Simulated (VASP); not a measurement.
# Ta4F in VASP: single point with LDA

Aim: the single point of Ta4F with LDA.

Everything below comes from runs of VASP 6.6.1. Logs are shortened: lines on timing, memory, paths and dates and some standing lists are left out, and cuts for length are marked.

### Step 1. The cell of the first run

The cell holds a slab with vacuum, 5 atoms: a = 3.253 Å, b = 3.253 Å, c = 20.213 Å, α = 90.00°, β = 90.00°, γ = 90.00°.

### Step 2. Single point, LDA

INCAR reads:

```
ALGO = Normal
DIPOL = 0.5 0.5 0.353
EDIFF = 1E-6
ENCUT = 520
GGA = CA
IDIPOL = 3
ISIF = 2
ISMEAR = 0
LASPH = T
LCHARG = F
LDIPOL = T
LREAL = F
LWAVE = F
NBANDS = 34
NELM = 60
PREC = Accurate
SIGMA = 0.1
```

KPOINTS reads:

```
k-points
0
Gamma
  8 8 1
```

POSCAR reads:

```
Ta4F
1.0
    3.2528501167      0.0000000000      0.0000000000
    0.0000000000      3.2528501167      0.0000000000
    0.0000000000      0.0000000000     20.2133955742
Ta F
4 1
Direct
    0.5000000000      0.5000000000      0.1978885727
    0.0000000000      0.0000000000      0.2783513061
    0.5000000000      0.5000000000      0.3580225065
    0.0000000000      0.0000000000      0.4310703534
    0.0000000000      0.5000000000      0.5009558478
```

Potentials or basis: VASP PAW LDA potentials, release 64 (Ta_pv, F).

Started as:

```
cat potpaw_LDA.64/Ta_pv/POTCAR potpaw_LDA.64/F/POTCAR > POTCAR
mpirun -np 1 vasp_std > vasp.out
```

OUTCAR:

```text
EDIFF = 1E-6
   ENCUT = 520
   GGA = CA
   ISIF = 2
   ISMEAR = 0
   LASPH = T
   LREAL = F
   NELM = 60
   PREC = Accurate

 ion  position               nearest neighbor table
   1  0.500  0.500  0.198-   2 2.82   2 2.82   2 2.82   2 2.82   3 3.24
   2  0.000  0.000  0.278-   3 2.81   3 2.81   3 2.81   3 2.81   1 2.82   1 2.82   1 2.82   1 2.82
                             4 3.09
   3  0.500  0.500  0.358-   4 2.73   4 2.73   4 2.73   4 2.73   2 2.81   2 2.81   2 2.81   2 2.81
                             1 3.24
   4  0.000  0.000  0.431-   5 2.15   5 2.15   3 2.73   3 2.73   3 2.73   3 2.73   2 3.09
   5  0.000  0.500  0.501-   4 2.15   4 2.15

  LATTYP: Found a simple tetragonal cell.
 ALAT       =     3.2528501167
 C/A-ratio  =     6.2140568575

  Lattice vectors:

 A1 = (   3.2528501167,   0.0000000000,   0.0000000000)
 A2 = (   0.0000000000,   3.2528501167,   0.0000000000)
 A3 = (   0.0000000000,   0.0000000000,  20.2133955742)

Analysis of symmetry for initial positions (statically):
=====================================================================
 Subroutine PRICEL returns:
 Original cell was already a primitive cell.

 Routine SETGRP: Setting up the symmetry group for a
 simple tetragonal supercell.

 Subroutine GETGRP returns: Found  4 space group operations
 (whereof  4 operations were pure point group operations)
 out of a pool of 16 trial point group operations.

The static configuration has the point symmetry C_2v.

Analysis of symmetry for dynamics (positions and initial velocities):
=====================================================================
 Subroutine PRICEL returns:
 Original cell was already a primitive cell.

 Routine SETGRP: Setting up the symmetry group for a
 simple tetragonal supercell.

 Subroutine GETGRP returns: Found  4 space group operations
 (whereof  4 operations were pure point group operations)
 out of a pool of 16 trial point group operations.

The dynamic configuration has the point symmetry C_2v.

 Subroutine INISYM returns: Found  4 space group operations
 (whereof  4 operations are pure point group operations),
 and found     1 'primitive' translations

----------------------------------------------------------------------------------------

                                     Primitive cell

  volume of cell :     213.8786

  direct lattice vectors                    reciprocal lattice vectors
     3.252850117  0.000000000  0.000000000     0.307422711  0.000000000  0.000000000
     0.000000000  3.252850117  0.000000000     0.000000000  0.307422711  0.000000000
     0.000000000  0.000000000 20.213395574     0.000000000  0.000000000  0.049472143

  length of vectors
     3.252850117  3.252850117 20.213395574     0.307422711  0.307422711  0.049472143

  position of ions in fractional coordinates (direct lattice)
     0.500000000  0.500000000  0.197888573
     0.000000000  0.000000000  0.278351306
     0.500000000  0.500000000  0.358022506
     0.000000000  0.000000000  0.431070353
     0.000000000  0.500000000  0.500955848

  ion indices of the primitive-cell ions
   primitive index   ion index
                 1           1
                 2           2
                 3           3
                 4           4
                 5           5

----------------------------------------------------------------------------------------

 KPOINTS: k-points

Automatic generation of k-mesh.
 Grid dimensions read from file:
 generate k-points for:    8    8    1

 Generating k-lattice:

  Cartesian coordinates                     Fractional coordinates (reciprocal lattice)
     0.038427839  0.000000000  0.000000000     0.125000000  0.000000000  0.000000000
     0.000000000  0.038427839  0.000000000     0.000000000  0.125000000  0.000000000
     0.000000000  0.000000000  0.049472143     0.000000000  0.000000000  1.000000000

  Length of vectors
     0.038427839  0.038427839  0.049472143

  Shift w.r.t. Gamma in fractional coordinates (k-lattice)
     0.000000000  0.000000000  0.000000000

 Subroutine IBZKPT returns following result:
 ===========================================

 Found     25 irreducible k-points:

 Following reciprocal coordinates:
            Coordinates               Weight
  0.000000  0.000000  0.000000      1.000000
  0.125000  0.000000  0.000000      2.000000
  0.000000  0.125000  0.000000      2.000000
  0.250000  0.000000  0.000000      2.000000
  0.000000  0.250000  0.000000      2.000000
  0.375000  0.000000  0.000000      2.000000
[... 16 lines left out ...]
  0.500000  0.375000  0.000000      2.000000
 -0.375000  0.500000  0.000000      2.000000
   k-points           NKPTS =     25   k-points in BZ     NKDIM =     25   number of bands    NBANDS=     34
   number of dos      NEDOS =    301   number of ions     NIONS =      5
   total plane-waves  NPLWV =  86400
   dimension x,y,z NGX =    24 NGY =   24 NGZ =  150
   dimension x,y,z NGXF=    48 NGYF=   48 NGZF=  300
   ions per type =               4   1
   NGX,Y,Z   is equivalent  to a cutoff of  12.27, 12.27, 12.34 a.u.
   NGXF,Y,Z  is equivalent  to a cutoff of  24.53, 24.53, 24.67 a.u.
 SYSTEM =  unknown system
   PREC   = accura    normal or accurate (medium, high low for compatibility)
   ISTART =      0    job   : 0-new  1-cont  2-samecut
   ICHARG =      2    charge: 1-file 2-atom 10-const
   ISPIN  =      1    spin polarized calculation?
   LNONCOLLINEAR =      F non collinear calculations
   LSORBIT =      F    spin-orbit coupling
   LASPH  =      T    aspherical Exc in radial PAW
   ENCUT  =  520.0 eV  38.22 Ry    6.18 a.u.   6.05  6.05 37.58*2*pi/ulx,y,z
   NELM   =     60;   NELMIN=  2; NELMDL= -5     # of ELM steps
   EDIFF  = 0.1E-05   stopping-criterion for ELM
   LREAL  =      F    real-space projection
   EDIFFG = 0.1E-04   stopping-criterion for IOM
   NSW    =      0    number of steps for IOM
   IBRION =     -1    ionic relax: 0-MD 1-quasi-New 2-CG
   NFREE  =      0    steps in history (QN), initial steepest desc. (CG)
   ISIF   =      2    stress and relaxation
   ISYM   =      2    0-nonsym 1-usesym 2-fastsym
   POTIM  = 0.5000    time-step for ionic-motion
   TEBEG  =    0.0;   TEEND  =   0.0 temperature during run
   PSTRESS=    0.0 pullay stress
   NELECT =      51.0000    total number of electrons
   NUPDOWN=      -1.0000    fix difference up-down
   EMIN   =  10.00;   EMAX   =-10.00  energy-range for DOS
   EFERMI =   0.00;   METHOD = LEGACY
   ISMEAR =     0;   SIGMA  =   0.10  broadening in eV -4-tet -1-fermi 0-gaus
   EFERMI_NEDOS =   21; number of points for ismear=-14 and -15
   IALGO  =     38    algorithm
   IMIX   =      4    mixing-type and parameters
     AMIX     =   0.40;   BMIX     =  1.00
     AMIX_MAG =   1.60;   BMIX_MAG =  1.00
  volume/ion in A,a.u.               =      42.78       288.66
  Fermi-wavevector in a.u.,A,eV,Ry     =   1.015179  1.918409 14.021994  1.030587
  Thomas-Fermi vector in A             =   2.148449
   LORBIT       =      0    0 simple, 1 ext, 2 COOP (PROOUT), +10 PAW based schemes
   GGA     = CA    functional components
   LHFCALC =     F    Hartree Fock is set to
   AEXX    =    0.0000 exact exchange contribution
   IVDW    =     0    specifies the selected vdW correction
   LEPSILON=     F    determine dielectric tensor
   LRPA    =     F    only Hartree local field effects (RPA)
 non-spin polarized calculation
 Gauss-broadening in eV      SIGMA  =   0.10
  energy-cutoff  :      520.00
  volume of cell :      213.88
 maximum number of plane-waves:      5812
   NGX = 13   NGY = 13   NGZ = 75

 dipolmoment           0.000000      0.000000     -0.576690 electrons x Angstroem

 number of electron      51.0000004 magnetization

 dipolmoment           0.000000      0.000000      0.076905 electrons x Angstroem

 Free energy of the ion-electron system (eV)
  ---------------------------------------------------
  ext. energy  EPLUGINS =         0.00000000
  ---------------------------------------------------
  free energy    TOTEN  =       -54.00011752 eV

  energy without entropy =      -53.97844152  energy(sigma->0) =      -53.98927952

 E-fermi :  -0.8991     XC(G=0):  -5.6568

 val. band max:       -0.8992390528   @ k =   0.5000   0.0000   0.0000
 cond. band min:      -0.8982433369   @ k =   0.5000   0.0000   0.0000
 fundamental gap:      0.0009957159
 Fermi energy:        -0.8991429483

 k-point     1 :       0.0000    0.0000    0.0000
  band No.  band energies     occupation
      1     -35.6077      2.00000
      2     -35.5589      2.00000
      3     -35.4302      2.00000
      4     -35.4052      2.00000
      5     -35.3844      2.00000
      6     -35.3623      2.00000
[... 26 lines left out ...]
     33       1.5822      0.00000
     34       2.4932      0.00000

 k-point     2 :       0.1250    0.0000    0.0000
  band No.  band energies     occupation
      1     -35.6229      2.00000
      2     -35.5610      2.00000
      3     -35.4418      2.00000
      4     -35.4179      2.00000
      5     -35.4166      2.00000
      6     -35.3717      2.00000
[... 26 lines left out ...]
     33       1.9288      0.00000
     34       2.5557      0.00000

 k-point     3 :       0.0000    0.1250    0.0000
  band No.  band energies     occupation
      1     -35.6238      2.00000
      2     -35.5608      2.00000
      3     -35.4678      2.00000
      4     -35.4432      2.00000
      5     -35.3910      2.00000
      6     -35.3499      2.00000
[... 26 lines left out ...]
     33       1.9282      0.00000
     34       2.4058      0.00000
[... 704 lines left out ...]
 k-point    23 :       0.5000    0.3750    0.0000
  band No.  band energies     occupation
      1     -35.7138      2.00000
      2     -35.6933      2.00000
      3     -35.6458      2.00000
      4     -35.6328      2.00000
      5     -35.5047      2.00000
      6     -35.4816      2.00000
[... 26 lines left out ...]
     33       3.1676      0.00000
     34       3.5151      0.00000

 k-point    24 :      -0.3750    0.5000    0.0000
  band No.  band energies     occupation
      1     -35.7529      2.00000
      2     -35.7003      2.00000
      3     -35.6322      2.00000
      4     -35.6318      2.00000
      5     -35.5010      2.00000
      6     -35.4566      2.00000
[... 26 lines left out ...]
     33       3.3458      0.00000
     34       3.6930      0.00000

 [... further k-points ...]

------------------------ aborting loop because EDIFF is reached ----------------------------------------

 vacuum level on the upper side and lower side of the slab       (xc-potential included)         0.509        -0.807

  FORCE on cell =-STRESS in cart. coord.  units (eV):
  Direction    XX          YY          ZZ          XY          YZ          ZX
  --------------------------------------------------------------------------------------
  -------------------------------------------------------------------------------------
  Total       -2.4925878     -6.6417542      1.4129256      0.0000000      0.0000000      0.0000000
  in kB      -18.6721214    -49.7537710     10.5843083      0.0000000      0.0000000      0.0000000
  external PRESSURE =     -19.2805280 kB  Pullay stress =       0.0000000 kB

 VOLUME and BASIS-vectors are now :
 -----------------------------------------------------------------------------
  energy-cutoff  :      520.00
  volume of cell :      213.88
      direct lattice vectors                 reciprocal lattice vectors
     3.252850117  0.000000000  0.000000000     0.307422711  0.000000000  0.000000000
     0.000000000  3.252850117  0.000000000     0.000000000  0.307422711  0.000000000
     0.000000000  0.000000000 20.213395574     0.000000000  0.000000000  0.049472143

 POSITION                                       TOTAL-FORCE (eV/Angst)
 -----------------------------------------------------------------------------------
      1.62643      1.62643      4.00000         0.000000      0.000000      0.826119
      0.00000      0.00000      5.62643         0.000000      0.000000     -0.914005
      1.62643      1.62643      7.23685         0.000000      0.000000     -1.662121
      0.00000      0.00000      8.71340         0.000000      0.000000      1.682268
      0.00000      1.62643     10.12602         0.000000      0.000000      0.067738
 -----------------------------------------------------------------------------------
    total drift:                                0.000000      0.000000      0.000634

  FREE ENERGIE OF THE ION-ELECTRON SYSTEM (eV)
  ---------------------------------------------------
  free  energy   TOTEN  =       -54.0001175168 eV

  energy  without entropy=      -53.9784415232  energy(sigma->0) =      -53.98927952

 vacuum level on the upper side and lower side of the slab         4.555         3.191
```

It took 2.5 min on 1 thread of Intel Xeon 6975P-C (Granite Rapids), shared host; peak memory 0.32 GiB.

What came out:

| Item | Value |
| --- | --- |
| Free energy | -54.0001 eV |
| Largest force | 1.682 eV/Å |
| Band gap on the k mesh | zero (an odd number of electrons rules out a gap without spin polarisation) |

Forces in eV/Å, atoms in the order of the input:
```
Ta   0.000  0.000  0.826
Ta   0.000  0.000 -0.914
Ta   0.000  0.000 -1.662
Ta   0.000  0.000  1.682
F    0.000  0.000  0.068
```

Caveat: spin-orbit coupling is left out, which moves the levels of the heavy elements; an odd number of electrons without spin polarisation forces a metal; a magnetic or distorted state may lie lower.
